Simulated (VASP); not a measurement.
# Ga (Fd-3m) in VASP: a series of runs

Ga is run at these levels: LDA; tasks: relaxation of cell and atoms.

Program: VASP 6.6.1. These are calculated values, not measurements. Logs are shortened: lines on timing, memory, paths and dates and some standing lists are left out, and cuts for length are marked.

## 1. The cell of the first run

The structure is cubic, space group Fd-3m (No. 227). Conventional cell: a = 4.987 Å, b = 4.987 Å, c = 4.987 Å, α = 90.00°, β = 90.00°, γ = 90.00°. Within 2.9 Å of Ga (site symmetry -43m) lie 4 Ga at 2.16 Å.

## 2. Relaxation of cell and atoms, LDA, target pressure 29 GPa, at which the enthalpy is minimised

Contents of INCAR:

```
  PREC = Accurate
  ENCUT = 600
  EDIFF = 1E-6
  ISMEAR = -1
  SIGMA = 0.08
  LREAL = F
  LASPH = T
  NELM = 60
  ALGO = Normal
  ISIF = 3
  LWAVE = F
  LCHARG = F
  GGA = CA
  IBRION = 2
  NSW = 60
  EDIFFG = -0.005
  PSTRESS = 290.0
```

Contents of KPOINTS:

```
Automatic mesh
0
Gamma
  13 13 13
```

Contents of POSCAR:

```
Ga
1.0
    0.0000000000      2.4932900501      2.4932900501
    2.4932900501      0.0000000000      2.4932900501
    2.4932900501      2.4932900501      0.0000000000
Ga
2
Direct
   -0.1250000000     -0.1250000000     -0.1250000000
    0.1250000000      0.1250000000      0.1250000000
```

Potentials or basis: VASP PAW LDA potentials, release 64 (Ga_d).

Run with:

```sh
$ cat potpaw_LDA.64/Ga_d/POTCAR > POTCAR
$ mpirun -np 1 vasp_std > vasp.out
```

OUTCAR:

```text
PREC = Accurate
   ENCUT = 600
   EDIFF = 1E-6
   ISMEAR = -1
   LREAL = F
   LASPH = T
   NELM = 60
   ISIF = 3
   GGA = CA
   IBRION = 2
   NSW = 60
   EDIFFG = -0.005
   PSTRESS = 290.0

 ion  position               nearest neighbor table
   1  0.875  0.875  0.875-   2 2.16   2 2.16   2 2.16   2 2.16
   2  0.125  0.125  0.125-   1 2.16   1 2.16   1 2.16   1 2.16

  LATTYP: Found a face centered cubic cell.
 ALAT       =     4.9865801002

  Lattice vectors:

 A1 = (   0.0000000000,   2.4932900501,   2.4932900501)
 A2 = (   2.4932900501,   0.0000000000,   2.4932900501)
 A3 = (   2.4932900501,   2.4932900501,   0.0000000000)

Analysis of symmetry for initial positions (statically):
=====================================================================
 Subroutine PRICEL returns:
 Original cell was already a primitive cell.

 Routine SETGRP: Setting up the symmetry group for a
 face centered cubic supercell.

 Subroutine GETGRP returns: Found 48 space group operations
 (whereof 12 operations were pure point group operations)
 out of a pool of 48 trial point group operations.

The static configuration has the point symmetry D_3d.
 The point group associated with its full space group is O_h .

Analysis of symmetry for dynamics (positions and initial velocities):
=====================================================================
 Subroutine PRICEL returns:
 Original cell was already a primitive cell.

 Routine SETGRP: Setting up the symmetry group for a
 face centered cubic supercell.

 Subroutine GETGRP returns: Found 48 space group operations
 (whereof 12 operations were pure point group operations)
 out of a pool of 48 trial point group operations.

The dynamic configuration has the point symmetry D_3d.
 The point group associated with its full space group is O_h .

 Subroutine INISYM returns: Found 48 space group operations
 (whereof 12 operations are pure point group operations),
 and found     1 'primitive' translations

----------------------------------------------------------------------------------------

                                     Primitive cell

  volume of cell :      30.9991

  direct lattice vectors                    reciprocal lattice vectors
     0.000000000  2.493290050  2.493290050    -0.200538241  0.200538241  0.200538241
     2.493290050  0.000000000  2.493290050     0.200538241 -0.200538241  0.200538241
     2.493290050  2.493290050  0.000000000     0.200538241  0.200538241 -0.200538241
[... 91 lines left out ...]
   ISYM   =      2    0-nonsym 1-usesym 2-fastsym
   POTIM  = 0.5000    time-step for ionic-motion
   TEBEG  =    0.0;   TEEND  =   0.0 temperature during run
   PSTRESS=  290.0 pullay stress
   NELECT =      26.0000    total number of electrons
   NUPDOWN=      -1.0000    fix difference up-down
   EMIN   =  10.00;   EMAX   =-10.00  energy-range for DOS
   EFERMI =   0.00;   METHOD = LEGACY
   ISMEAR =    -1;   SIGMA  =   0.08  broadening in eV -4-tet -1-fermi 0-gaus
   EFERMI_NEDOS =   21; number of points for ismear=-14 and -15
   IALGO  =     38    algorithm
   IMIX   =      4    mixing-type and parameters
     AMIX     =   0.40;   BMIX     =  1.00
     AMIX_MAG =   1.60;   BMIX_MAG =  1.00
  volume/ion in A,a.u.               =      15.50       104.60
  Fermi-wavevector in a.u.,A,eV,Ry     =   1.543890  2.917530 32.430815  2.383598
  Thomas-Fermi vector in A             =   2.649489
   LORBIT       =      0    0 simple, 1 ext, 2 COOP (PROOUT), +10 PAW based schemes
   GGA     = CA    functional components
   LHFCALC =     F    Hartree Fock is set to
   AEXX    =    0.0000 exact exchange contribution
   IVDW    =     0    specifies the selected vdW correction
   LEPSILON=     F    determine dielectric tensor
   LRPA    =     F    only Hartree local field effects (RPA)
 conjugate gradient relaxation of ions
 non-spin polarized calculation
  energy-cutoff  :      600.00
  volume of cell :       31.00
 maximum number of plane-waves:      1047
   NGX = 15   NGY = 15   NGZ = 15

--------------------------------------- Ionic step        1  -------------------------------------------

 number of electron      26.0000011 magnetization

 Free energy of the ion-electron system (eV)
  ---------------------------------------------------
  ext. energy  EPLUGINS =         0.00000000
  ---------------------------------------------------
  free energy    TOTEN  =        -5.01860618 eV

  energy without entropy =       -5.00602993  energy(sigma->0) =       -5.01231805

------------------------ aborting loop because EDIFF is reached ----------------------------------------

  FORCE on cell =-STRESS in cart. coord.  units (eV):
  Direction    XX          YY          ZZ          XY          YZ          ZX
  --------------------------------------------------------------------------------------
  -------------------------------------------------------------------------------------
  Total        9.1880233      9.1880233      9.1880233     -0.0000000      0.0000000      0.0000000
  in kB      474.8804190    474.8804190    474.8804190     -0.0000000      0.0000000      0.0000000
  external PRESSURE =     184.8804190 kB  Pullay stress =     290.0000000 kB
[... 215 lines left out ...]
--------------------------------------- Ionic step        7  -------------------------------------------

 number of electron      26.0000010 magnetization

 Free energy of the ion-electron system (eV)
  ---------------------------------------------------
  ext. energy  EPLUGINS =         0.00000000
  ---------------------------------------------------
  free energy    TOTEN  =        -5.73823873 eV

  energy without entropy =       -5.72146762  energy(sigma->0) =       -5.72985317

 E-fermi :   5.5000     XC(G=0): -11.5650

 val. band max:        5.3907896183   @ k =  -0.4615   0.3077   0.1538
 cond. band min:       5.5153511409   @ k =   0.2308   0.2308   0.0000
 fundamental gap:      0.1245615226
 Fermi energy:         5.4999855792

 k-point     1 :       0.0000    0.0000    0.0000
  band No.  band energies     occupation
      1      -9.9993      2.00000
      2      -9.9993      2.00000
      3      -9.9993      2.00000
      4      -9.9257      2.00000
      5      -9.9257      2.00000
      6      -9.2300      2.00000
[... 457 lines left out ...]
      4      -9.7514      2.00000
      5      -9.7061      2.00000
      6      -9.4706      2.00000
[... 9 lines left out ...]
     16      13.7088      0.00000
     17      14.2809      0.00000

 [... further k-points ...]

------------------------ aborting loop because EDIFF is reached ----------------------------------------

  FORCE on cell =-STRESS in cart. coord.  units (eV):
  Direction    XX          YY          ZZ          XY          YZ          ZX
  --------------------------------------------------------------------------------------
  -------------------------------------------------------------------------------------
  Total        6.1649301      6.1649301      6.1649301     -0.0000000      0.0000000     -0.0000000
  in kB      289.9164070    289.9164070    289.9164070     -0.0000000      0.0000000     -0.0000000
  external PRESSURE =      -0.0835930 kB  Pullay stress =     290.0000000 kB
[... 21 lines left out ...]
  energy  without entropy=       -5.7214676159  energy(sigma->0) =       -5.72985317

  enthalpy is  TOTEN    =         0.4284689432 eV   P V=        6.1667076684

 reached required accuracy - stopping structural energy minimisation
```

OSZICAR:

```text
N       E                     dE             d eps       ncg     rms          rms(c)
DAV:   1     0.118262552248E+03    0.11826E+03   -0.15273E+04  3040   0.332E+03
DAV:   2     0.225778808982E+01   -0.11600E+03   -0.11439E+03  3022   0.395E+02
[... 52 lines left out ...]
   6 F= 0.42853115E+00 E0= 0.43687048E+00  d E =0.271787E-04
       N       E                     dE             d eps       ncg     rms          rms(c)
DAV:   1    -0.573928407017E+01   -0.12538E-01   -0.12736E-02  2991   0.219E+00    0.187E-01
DAV:   2    -0.573845235311E+01    0.83172E-03   -0.15531E-03  3551   0.808E-01    0.816E-02
DAV:   3    -0.573826432697E+01    0.18803E-03   -0.18450E-04  3615   0.259E-01    0.192E-02
DAV:   4    -0.573823871351E+01    0.25613E-04   -0.26904E-05  3394   0.901E-02    0.804E-04
DAV:   5    -0.573823872515E+01   -0.11642E-07   -0.44331E-07  1740   0.922E-03
   7 F= 0.42846894E+00 E0= 0.43685450E+00  d E =-.350311E-04
```

Wall time 2.7 min (1 thread of Intel Xeon 6975P-C, shared host); peak memory 0.18 GiB.

Results:

```
Free energy                                            : -5.7382 eV
Relaxed volume                                         : 17.03 Å³/atom
Relaxed cell                                           : a = 3.639 Å, b = 3.639 Å, c = 3.639 Å, α = 60.00°, β = 60.00°, γ = 60.00°
Space group after relaxing (to 0.05 Å)                 : Fd-3m (No. 227)
Energy change on relaxing (the enthalpy is what falls) : -359.8 meV/atom
Ionic steps                                            : 7
Pressure after relaxing                                : 29.0 GPa
Band gap on the k mesh                                 : zero (band 13 reaches 9.58 eV, above the bottom of band 14 at 3.48 eV)
```

The path:
```tsv
step	energy change (eV)	largest force (eV/Å)	pressure (GPa)	volume (Å³)
1	0.0000	0.0000	47.49	31.00
2	-1.3661	0.0000	9.94	39.74
3	-0.7444	0.0000	28.19	34.21
4	-0.7172	0.0000	29.11	34.06
5	-0.7286	0.0000	28.75	34.12
6	-0.7081	0.0000	29.34	34.01
7	-0.7196	0.0000	28.99	34.07
```

Final structure:
```xyz
2
Lattice="0.0000 2.5730 2.5730 2.5730 0.0000 2.5730 2.5730 2.5730 0.0000" Properties=species:S:1:pos:R:3 pbc="T T T"
Ga    4.5028    4.5028    4.5028
Ga    0.6433    0.6433    0.6433
```

Caveat: the cell is relaxed towards a set pressure, so the enthalpy falls and the energy may rise.

## 3. Relaxation of cell and atoms, LDA, target pressure 29 GPa, at which the enthalpy is minimised

This run uses another cell than the first one, of 16.97 Å³/atom, 1.095 times its volume.

Contents of INCAR:

```
SYSTEM = Ga
  PREC = Accurate
  ENCUT = 600
  EDIFF = 1E-7
  ISMEAR = -1
  SIGMA = 0.08
  LREAL = .False.
  LASPH = .True.
  NELM = 60
  ALGO = Normal
  ISIF = 3
  LWAVE = .False.
  LCHARG = .False.
  GGA = CA
  IBRION = 2
  NSW = 32
  EDIFFG = -0.005
  PSTRESS = 290.0
```

Contents of KPOINTS:

```
Automatic mesh
0
Gamma
  13 13 13
  0 0 0
```

Contents of POSCAR:

```
Ga
1.0
    0.0000000000      2.5699415327      2.5699415327
    2.5699415327      0.0000000000      2.5699415327
    2.5699415327      2.5699415327      0.0000000000
Ga
2
Direct
   -0.1250000000     -0.1250000000     -0.1250000000
    0.1250000000      0.1250000000      0.1250000000
```

Potentials or basis: VASP PAW LDA potentials, release 64 (Ga_d).

Run with:

```sh
$ cat potpaw_LDA.64/Ga_d/POTCAR > POTCAR
$ mpirun -np 1 vasp_std > vasp.out
```

OUTCAR:

```text
SYSTEM = Ga
   PREC = Accurate
   ENCUT = 600
   EDIFF = 1E-7
   ISMEAR = -1
   LREAL = .False.
   LASPH = .True.
   NELM = 60
   ISIF = 3
   GGA = CA
   IBRION = 2
   NSW = 32
   EDIFFG = -0.005
   PSTRESS = 290.0

 ion  position               nearest neighbor table
   1  0.875  0.875  0.875-   2 2.23   2 2.23   2 2.23   2 2.23
   2  0.125  0.125  0.125-   1 2.23   1 2.23   1 2.23   1 2.23

  LATTYP: Found a face centered cubic cell.
 ALAT       =     5.1398830654

  Lattice vectors:

 A1 = (   0.0000000000,   2.5699415327,   2.5699415327)
 A2 = (   2.5699415327,   0.0000000000,   2.5699415327)
 A3 = (   2.5699415327,   2.5699415327,   0.0000000000)

Analysis of symmetry for initial positions (statically):
=====================================================================
 Subroutine PRICEL returns:
 Original cell was already a primitive cell.

 Routine SETGRP: Setting up the symmetry group for a
 face centered cubic supercell.

 Subroutine GETGRP returns: Found 48 space group operations
 (whereof 12 operations were pure point group operations)
 out of a pool of 48 trial point group operations.

[... 171 lines left out ...]
  --------------------------------------------------------------------------------------
  -------------------------------------------------------------------------------------
  Total        6.2669532      6.2669532      6.2669532     -0.0000000      0.0000000      0.0000000
  in kB      295.7789831    295.7789831    295.7789831     -0.0000000      0.0000000      0.0000000
  external PRESSURE =       5.7789831 kB  Pullay stress =     290.0000000 kB
[... 63 lines left out ...]
--------------------------------------- Ionic step        3  -------------------------------------------

 number of electron      26.0000015 magnetization

 Free energy of the ion-electron system (eV)
  ---------------------------------------------------
  ext. energy  EPLUGINS =         0.00000000
  ---------------------------------------------------
  free energy    TOTEN  =        -5.73838171 eV

  energy without entropy =       -5.72161679  energy(sigma->0) =       -5.72999925

 E-fermi :   5.5012     XC(G=0): -11.5656

 val. band max:        5.3919269522   @ k =  -0.4615   0.3077   0.1538
 cond. band min:       5.5169670665   @ k =   0.2308   0.2308   0.0000
 fundamental gap:      0.1250401143
 Fermi energy:         5.5012329771

 k-point     1 :       0.0000    0.0000    0.0000
  band No.  band energies     occupation
      1      -9.9984      2.00000
      2      -9.9984      2.00000
      3      -9.9984      2.00000
      4      -9.9248      2.00000
      5      -9.9248      2.00000
      6      -9.2289      2.00000
[... 457 lines left out ...]
      4      -9.7505      2.00000
      5      -9.7052      2.00000
      6      -9.4697      2.00000
[... 9 lines left out ...]
     16      13.7109      0.00000
     17      14.2827      0.00000

 [... further k-points ...]

------------------------ aborting loop because EDIFF is reached ----------------------------------------

  FORCE on cell =-STRESS in cart. coord.  units (eV):
  Direction    XX          YY          ZZ          XY          YZ          ZX
  --------------------------------------------------------------------------------------
  -------------------------------------------------------------------------------------
  Total        6.1644184      6.1644184      6.1644184     -0.0000000     -0.0000000     -0.0000000
  in kB      289.9284519    289.9284519    289.9284519     -0.0000000     -0.0000000     -0.0000000
  external PRESSURE =      -0.0715481 kB  Pullay stress =     290.0000000 kB
[... 21 lines left out ...]
  energy  without entropy=       -5.7216167902  energy(sigma->0) =       -5.72999925

  enthalpy is  TOTEN    =         0.4275579485 eV   P V=        6.1659396634

 reached required accuracy - stopping structural energy minimisation
```

OSZICAR:

```text
N       E                     dE             d eps       ncg     rms          rms(c)
DAV:   1     0.120059579382E+03    0.12006E+03   -0.15202E+04  2936   0.325E+03
DAV:   2     0.219211566048E+01   -0.11787E+03   -0.11612E+03  3020   0.394E+02
DAV:   3    -0.572642114170E+01   -0.79185E+01   -0.78918E+01  3140   0.999E+01
DAV:   4    -0.583861139237E+01   -0.11219E+00   -0.11212E+00  3639   0.124E+01
[... 20 lines left out ...]
DAV:   2    -0.574017043190E+01    0.70169E-02   -0.13276E-02  3554   0.239E+00    0.236E-01
DAV:   3    -0.573859941330E+01    0.15710E-02   -0.14771E-03  3618   0.730E-01    0.572E-02
DAV:   4    -0.573838137078E+01    0.21804E-03   -0.21779E-04  3415   0.252E-01    0.209E-03
DAV:   5    -0.573838164267E+01   -0.27190E-06   -0.34593E-06  3433   0.229E-02    0.979E-04
DAV:   6    -0.573838171497E+01   -0.72298E-07   -0.25654E-07  2904   0.634E-03
   3 F= 0.42755795E+00 E0= 0.43594041E+00  d E =-.208494E-03
```

CONTCAR:

```text
Ga
   1.00000000000000
     0.0000000000000000    2.5729259458350944    2.5729259458350944
     2.5729259458350944   -0.0000000000000000    2.5729259458350944
     2.5729259458350944    2.5729259458350944   -0.0000000000000000
  Ga
     2
Direct
     0.8750000000000000    0.8750000000000000    0.8750000000000000
     0.1250000000000000    0.1250000000000000    0.1250000000000000

  0.00000000E+00  0.00000000E+00  0.00000000E+00
  0.00000000E+00  0.00000000E+00  0.00000000E+00
```

Run time: 1.8 min. Hardware: 1 thread of Intel Xeon 6975P-C, shared host; peak memory 0.19 GiB.

Results:

```
Free energy                                            : -5.7384 eV
Relaxed volume                                         : 17.03 Å³/atom
Relaxed cell                                           : a = 3.639 Å, b = 3.639 Å, c = 3.639 Å, α = 60.00°, β = 60.00°, γ = 60.00°
Space group after relaxing (to 0.05 Å)                 : Fd-3m (No. 227)
Energy change on relaxing (the enthalpy is what falls) : -10.8 meV/atom
Ionic steps                                            : 3
Pressure after relaxing                                : 29.0 GPa
Band gap on the k mesh                                 : zero (band 13 reaches 9.59 eV, above the bottom of band 14 at 3.48 eV)
```

Step by step:
```csv
step,energy change (eV),largest force (eV/Å),pressure (GPa),volume (Å³)
1,0.0000,0.0000,29.58,33.95
2,-0.0543,0.0000,28.12,34.25
3,-0.0216,0.0000,28.99,34.07
```

Final structure:
```
Ga
1.0
     0.00000    2.57293    2.57293
     2.57293    0.00000    2.57293
     2.57293    2.57293    0.00000
Ga
2
Direct
  0.87500 0.87500 0.87500
  0.12500 0.12500 0.12500
```

Caveat: the cell is relaxed towards a set pressure, so the enthalpy falls and the energy may rise.
